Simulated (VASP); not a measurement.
# SnSe4 in VASP: relaxation of the atoms with PBEsol

Aim: the relaxation of the atoms of SnSe4 with PBEsol.

All numbers are computed with VASP 6.6.1; they aren't measurements. Logs are shortened: lines on timing, memory, paths and dates and some standing lists are left out, and cuts for length are marked.

## 1. The cell of the first run

The cell holds a slab with vacuum, 5 atoms: a = 3.819 Å, b = 3.819 Å, c = 24.119 Å, α = 90.00°, β = 90.00°, γ = 120.00°.

## 2. Relaxation of the atoms, PBEsol

INCAR

```
SYSTEM = SnSe4
PREC     = Accurate       ! precision mode
ENCUT    = 520            ! plane-wave cutoff, eV
EDIFF    = 1E-7           ! SCF threshold, eV
ISMEAR   = 0              ! smearing method
SIGMA    = 0.05           ! smearing width, eV
LREAL    = .False.        ! projectors in reciprocal space
LASPH    = .True.         ! aspherical terms in the spheres
NELM     = 100            ! most SCF steps
ALGO     = Normal         ! electronic algorithm
ISIF     = 2              ! what is computed and relaxed
LWAVE    = .False.        ! write WAVECAR
LCHARG   = .False.        ! write CHGCAR
LDIPOL   = .True.       
IDIPOL   = 3            
DIPOL    = 0.5 0.5 0.500
GGA      = PS             ! functional
IBRION   = 2              ! ionic algorithm
NSW      = 80             ! ionic steps
EDIFFG   = -0.02          ! ionic threshold
```

KPOINTS

```
Automatic mesh
0
Gamma
  9 9 1
  0 0 0
```

POSCAR

```
SnSe4
1.0
    3.8189235643      0.0000000000      0.0000000000
   -1.9094617822      3.3072848218      0.0000000000
    0.0000000000      0.0000000000     24.1191474567
Se Sn
4 1
Direct
    0.3333333333      0.6666666667      0.3109562647
    0.6666666667      0.3333333333      0.4342432228
    0.3333333333      0.6666666667      0.5657567772
    0.6666666667      0.3333333333      0.6890437353
    0.0000000000      0.0000000000      0.5000000000
```

Potentials or basis: VASP PAW PBE potentials, release 64 (Se, Sn_d).

Launch:

```sh
cat potpaw_PBE.64/Se/POTCAR potpaw_PBE.64/Sn_d/POTCAR > POTCAR
mpirun -np 1 vasp_std > vasp.out
```

OUTCAR:

```text
SYSTEM = SnSe4
   PREC = Accurate
   ENCUT = 520
   EDIFF = 1E-7
   ISMEAR = 0
   LREAL = .False.
   LASPH = .True.
   NELM = 100
   ISIF = 2
   GGA = PS
   IBRION = 2
   NSW = 80
   EDIFFG = -0.02

 ion  position               nearest neighbor table
   1  0.333  0.667  0.311-
   2  0.667  0.333  0.434-   5 2.72   5 2.72   5 2.72
   3  0.333  0.667  0.566-   5 2.72   5 2.72   5 2.72
   4  0.667  0.333  0.689-
   5  0.000  0.000  0.500-   2 2.72   3 2.72   2 2.72   3 2.72   2 2.72   3 2.72

  LATTYP: Found a hexagonal cell.
 ALAT       =     3.8189235643
 C/A-ratio  =     6.3156926423

  Lattice vectors:

 A1 = (   3.8189235643,   0.0000000000,   0.0000000000)
 A2 = (  -1.9094617822,   3.3072848218,   0.0000000000)
 A3 = (   0.0000000000,   0.0000000000,  24.1191474567)

Analysis of symmetry for initial positions (statically):
=====================================================================
 Subroutine PRICEL returns:
 Original cell was already a primitive cell.

 Routine SETGRP: Setting up the symmetry group for a
 hexagonal supercell.

 Subroutine GETGRP returns: Found 12 space group operations
 (whereof 12 operations were pure point group operations)
 out of a pool of 24 trial point group operations.

The static configuration has the point symmetry D_3d.

Analysis of symmetry for dynamics (positions and initial velocities):
=====================================================================
 Subroutine PRICEL returns:
 Original cell was already a primitive cell.

 Routine SETGRP: Setting up the symmetry group for a
 hexagonal supercell.

 Subroutine GETGRP returns: Found 12 space group operations
 (whereof 12 operations were pure point group operations)
 out of a pool of 24 trial point group operations.

The dynamic configuration has the point symmetry D_3d.

 Subroutine INISYM returns: Found 12 space group operations
 (whereof 12 operations are pure point group operations),
 and found     1 'primitive' translations

----------------------------------------------------------------------------------------

                                     Primitive cell

  volume of cell :     304.6313

  direct lattice vectors                    reciprocal lattice vectors
     3.818923564  0.000000000  0.000000000     0.261853892  0.151181415  0.000000000
    -1.909461782  3.307284822  0.000000000     0.000000000  0.302362831  0.000000000
     0.000000000  0.000000000 24.119147457     0.000000000  0.000000000  0.041460835

  length of vectors
     3.818923564  3.818923564 24.119147457     0.302362831  0.302362831  0.041460835

  position of ions in fractional coordinates (direct lattice)
     0.333333333  0.666666667  0.310956265
     0.666666667  0.333333333  0.434243223
     0.333333333  0.666666667  0.565756777
     0.666666667  0.333333333  0.689043735
     0.000000000  0.000000000  0.500000000

  ion indices of the primitive-cell ions
   primitive index   ion index
                 1           1
                 2           2
                 3           3
                 4           4
                 5           5

----------------------------------------------------------------------------------------

 KPOINTS: Automatic mesh

Automatic generation of k-mesh.
 Grid dimensions read from file:
 generate k-points for:    9    9    1

 Generating k-lattice:

  Cartesian coordinates                     Fractional coordinates (reciprocal lattice)
     0.029094877  0.016797935  0.000000000     0.111111111  0.000000000  0.000000000
     0.000000000  0.033595870  0.000000000     0.000000000  0.111111111  0.000000000
     0.000000000  0.000000000  0.041460835     0.000000000  0.000000000  1.000000000

  Length of vectors
     0.033595870  0.033595870  0.041460835

  Shift w.r.t. Gamma in fractional coordinates (k-lattice)
     0.000000000  0.000000000  0.000000000

 Subroutine IBZKPT returns following result:
 ===========================================

 Found     12 irreducible k-points:

 Following reciprocal coordinates:
            Coordinates               Weight
  0.000000  0.000000  0.000000      1.000000
  0.111111  0.000000  0.000000      6.000000
  0.222222  0.000000  0.000000      6.000000
  0.333333  0.000000  0.000000      6.000000
  0.444444  0.000000  0.000000      6.000000
  0.111111  0.111111  0.000000      6.000000
  0.222222  0.111111  0.000000     12.000000
  0.333333  0.111111  0.000000     12.000000
  0.444444  0.111111  0.000000      6.000000
  0.222222  0.222222  0.000000      6.000000
  0.333333  0.222222  0.000000     12.000000
  0.333333  0.333333  0.000000      2.000000
   k-points           NKPTS =     12   k-points in BZ     NKDIM =     12   number of bands    NBANDS=     23
   number of dos      NEDOS =    301   number of ions     NIONS =      5
   total plane-waves  NPLWV = 141120
   dimension x,y,z NGX =    28 NGY =   28 NGZ =  180
   dimension x,y,z NGXF=    56 NGYF=   56 NGZF=  360
   ions per type =               4   1
   NGX,Y,Z   is equivalent  to a cutoff of  12.19, 12.19, 12.41 a.u.
   NGXF,Y,Z  is equivalent  to a cutoff of  24.38, 24.38, 24.81 a.u.
 SYSTEM =  SnSe4
   PREC   = accura    normal or accurate (medium, high low for compatibility)
   ISTART =      0    job   : 0-new  1-cont  2-samecut
   ICHARG =      2    charge: 1-file 2-atom 10-const
   ISPIN  =      1    spin polarized calculation?
   LNONCOLLINEAR =      F non collinear calculations
   LSORBIT =      F    spin-orbit coupling
   LASPH  =      T    aspherical Exc in radial PAW
   ENCUT  =  520.0 eV  38.22 Ry    6.18 a.u.   7.10  7.10 44.85*2*pi/ulx,y,z
   NELM   =    100;   NELMIN=  2; NELMDL= -5     # of ELM steps
   EDIFF  = 0.1E-06   stopping-criterion for ELM
   LREAL  =      F    real-space projection
   EDIFFG = -.2E-01   stopping-criterion for IOM
   NSW    =     80    number of steps for IOM
   IBRION =      2    ionic relax: 0-MD 1-quasi-New 2-CG
   NFREE  =      1    steps in history (QN), initial steepest desc. (CG)
   ISIF   =      2    stress and relaxation
   ISYM   =      2    0-nonsym 1-usesym 2-fastsym
   POTIM  = 0.5000    time-step for ionic-motion
   TEBEG  =    0.0;   TEEND  =   0.0 temperature during run
   PSTRESS=    0.0 pullay stress
   NELECT =      38.0000    total number of electrons
   NUPDOWN=      -1.0000    fix difference up-down
   EMIN   =  10.00;   EMAX   =-10.00  energy-range for DOS
   EFERMI =   0.00;   METHOD = LEGACY
   ISMEAR =     0;   SIGMA  =   0.05  broadening in eV -4-tet -1-fermi 0-gaus
   EFERMI_NEDOS =   21; number of points for ismear=-14 and -15
   IALGO  =     38    algorithm
   IMIX   =      4    mixing-type and parameters
     AMIX     =   0.40;   BMIX     =  1.00
     AMIX_MAG =   1.60;   BMIX_MAG =  1.00
  volume/ion in A,a.u.               =      60.93       411.15
  Fermi-wavevector in a.u.,A,eV,Ry     =   0.817983  1.545765  9.103617  0.669097
  Thomas-Fermi vector in A             =   1.928529
   LORBIT       =      0    0 simple, 1 ext, 2 COOP (PROOUT), +10 PAW based schemes
   GGA     = PS    functional components
   LHFCALC =     F    Hartree Fock is set to
   AEXX    =    0.0000 exact exchange contribution
   IVDW    =     0    specifies the selected vdW correction
   LEPSILON=     F    determine dielectric tensor
   LRPA    =     F    only Hartree local field effects (RPA)
 conjugate gradient relaxation of ions
 non-spin polarized calculation
 Gauss-broadening in eV      SIGMA  =   0.05
  energy-cutoff  :      520.00
  volume of cell :      304.63
 maximum number of plane-waves:      8235
   NGX = 15   NGY = 15   NGZ = 89

--------------------------------------- Ionic step        1  -------------------------------------------

 number of electron      38.0000008 magnetization

 Free energy of the ion-electron system (eV)
  ---------------------------------------------------
  ext. energy  EPLUGINS =         0.00000000
  ---------------------------------------------------
  free energy    TOTEN  =       -16.18045996 eV

  energy without entropy =      -16.16459103  energy(sigma->0) =      -16.17252550

------------------------ aborting loop because EDIFF is reached ----------------------------------------

  FORCE on cell =-STRESS in cart. coord.  units (eV):
  Direction    XX          YY          ZZ          XY          YZ          ZX
  --------------------------------------------------------------------------------------
  -------------------------------------------------------------------------------------
  Total       -5.2110795     -5.2110795     -2.2675999      0.0000000      0.0000000      0.0000000
  in kB      -27.4071431    -27.4071431    -11.9262110      0.0000000      0.0000000      0.0000000
  external PRESSURE =     -22.2468324 kB  Pullay stress =       0.0000000 kB
[... 98 lines left out ...]
  FREE ENERGIE OF THE ION-ELECTRON SYSTEM (eV)
  ---------------------------------------------------
  free  energy   TOTEN  =       -16.3012981343 eV

  energy  without entropy=      -16.2883625884  energy(sigma->0) =      -16.29483036

 dipolmoment           0.000000      0.000000      0.000000 electrons x Angstroem

[... ionic steps 4 to 15 ...]

--------------------------------------- Ionic step       16  -------------------------------------------

 number of electron      38.0000007 magnetization

------------------------ aborting loop because EDIFF is reached ----------------------------------------

  FORCE on cell =-STRESS in cart. coord.  units (eV):
  Direction    XX          YY          ZZ          XY          YZ          ZX
  --------------------------------------------------------------------------------------
  -------------------------------------------------------------------------------------
  Total        0.6929213      0.6929213     -0.0041154     -0.0000000      0.0000000      0.0000000
  in kB        3.6443491      3.6443491     -0.0216444     -0.0000000      0.0000000      0.0000000
  external PRESSURE =       2.4223513 kB  Pullay stress =       0.0000000 kB
[... 63 lines left out ...]
  energy  without entropy=      -18.2054738659  energy(sigma->0) =      -18.20924016

--------------------------------------- Ionic step       18  -------------------------------------------

 number of electron      38.0000007 magnetization

 dipolmoment           0.000000      0.000000     -0.000000 electrons x Angstroem

 Free energy of the ion-electron system (eV)
  ---------------------------------------------------
  ext. energy  EPLUGINS =         0.00000000
  ---------------------------------------------------
  free energy    TOTEN  =       -18.21356035 eV

  energy without entropy =      -18.20631905  energy(sigma->0) =      -18.20993970

 E-fermi :  -1.3954     XC(G=0):  -4.3830

 val. band max:       -1.4079463084   @ k =   0.1111   0.0000   0.0000
 cond. band min:      -1.3774966096   @ k =   0.1111   0.0000   0.0000
 fundamental gap:      0.0304496988
 Fermi energy:        -1.3954376458

 k-point     1 :       0.0000    0.0000    0.0000
  band No.  band energies     occupation
      1     -22.6201      2.00000
      2     -22.6201      2.00000
      3     -22.5918      2.00000
      4     -22.5770      2.00000
      5     -22.5770      2.00000
      6     -17.0046      2.00000
[... 301 lines left out ...]
     22       0.0990      0.00000
     23       2.9776      0.00000

------------------------ aborting loop because EDIFF is reached ----------------------------------------

 vacuum level on the upper side and lower side of the slab       (xc-potential included)        -0.093        -0.093

  FORCE on cell =-STRESS in cart. coord.  units (eV):
  Direction    XX          YY          ZZ          XY          YZ          ZX
  --------------------------------------------------------------------------------------
  -------------------------------------------------------------------------------------
  Total        0.7436125      0.7436125      0.0457592     -0.0000000      0.0000000      0.0000000
  in kB        3.9109544      3.9109544      0.2406656     -0.0000000      0.0000000      0.0000000
  external PRESSURE =       2.6875248 kB  Pullay stress =       0.0000000 kB

 VOLUME and BASIS-vectors are now :
 -----------------------------------------------------------------------------
  energy-cutoff  :      520.00
  volume of cell :      304.63
      direct lattice vectors                 reciprocal lattice vectors
     3.818923564  0.000000000  0.000000000     0.261853892  0.151181415  0.000000000
    -1.909461782  3.307284822  0.000000000     0.000000000  0.302362831  0.000000000
     0.000000000  0.000000000 24.119147457     0.000000000  0.000000000  0.041460835
[... 11 lines left out ...]
  FREE ENERGIE OF THE ION-ELECTRON SYSTEM (eV)
  ---------------------------------------------------
  free  energy   TOTEN  =       -18.2135603481 eV

  energy  without entropy=      -18.2063190532  energy(sigma->0) =      -18.20993970

 reached required accuracy - stopping structural energy minimisation

 vacuum level on the upper side and lower side of the slab         3.979         3.979
```

Wall time 31 min (1 thread of Intel Xeon Platinum 8259CL at 2.50GHz (Skylake/Cascade Lake), shared host); peak memory 0.43 GiB.

Results:

- Free energy: -18.2136 eV
- Energy gained by relaxing: 406.6 meV/atom
- Ionic steps: 18
- Largest force after relaxing: 0.007 eV/Å
- Band gap on the k mesh: 0.03 eV

Forces on the atoms (eV/Å):
```
Se   0.000  0.000 -0.007
Se   0.000  0.000 -0.003
Se   0.000  0.000  0.003
Se   0.000  0.000  0.007
Sn   0.000  0.000  0.000
```

The path:
```csv
step,energy change (eV),largest force (eV/Å),pressure (GPa)
1,0.0000,0.4958,-2.22
2,-0.0376,0.4546,-2.43
3,-0.1208,0.5733,-2.97
4,-0.2509,0.9945,-3.70
5,-0.8951,1.2804,-3.95
6,-0.3663,1.7732,3.30
7,-1.1513,0.7277,-2.95
8,-1.1618,0.5649,-2.56
9,-1.2547,0.6162,-1.44
10,-1.2609,0.7160,-1.01
11,-1.4053,0.6979,-0.98
12,-1.8750,0.7636,-0.57
13,-1.2161,2.7595,3.22
14,-2.0065,0.2831,-0.15
15,-2.0329,0.0235,0.19
16,-2.0328,0.0470,0.24
17,-2.0325,0.0481,0.31
18,-2.0331,0.0072,0.27
```

Final structure:
```
CELL_PARAMETERS angstrom
3.81892 0.00000 0.00000
-1.90946 3.30728 0.00000
0.00000 0.00000 24.11915
ATOMIC_POSITIONS crystal
Se 0.33333 0.66667 0.36124
Se 0.66667 0.33333 0.42786
Se 0.33333 0.66667 0.57214
Se 0.66667 0.33333 0.63876
Sn 0.00000 0.00000 0.50000
```

Caveat: semilocal functionals underestimate gaps, and a narrow one can read as zero; the PAW data sets were made with another functional, which shifts forces and pressure a little; spin-orbit coupling is left out, which moves the levels of the heavy elements.
